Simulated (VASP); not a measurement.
**Al: single point with PBEsol**

The system is Al.

```
Al
1.0
     0.00000    2.00690    2.00690
     2.00690    0.00000    2.00690
     2.00690    2.00690    0.00000
Al
1
Direct
  0.50000 0.50000 0.50000
```

- Program: VASP 6.6.1
- Task: single point
- Functional: PBEsol
- Potentials or basis: VASP PAW PBE potentials, release 64 (Al)
- Cutoff: 520 eV
- k mesh: 24 × 24 × 24
- Occupations: gaussian, width 0.1 eV
- Spin: no spin polarisation

The pressure is 0.1 GPa.

Levels at points of the mesh, in eV from the Fermi level:
```
           k point  band 1  band 2  band 3  band 4
(0.00, 0.00, 0.00)  -11.28   12.70   12.70   12.70
(0.50, 0.00, 0.00)   -4.69   -4.41   11.52   11.52
(0.50, 0.50, 0.00)   -2.98   -1.62    5.25    5.67
```

Run time: 66 s on 1 thread of AMD EPYC 7R13, with other jobs on the host, peak memory 0.14 GiB.

Caveat: the PAW data sets were made with another functional, which shifts forces and pressure a little.
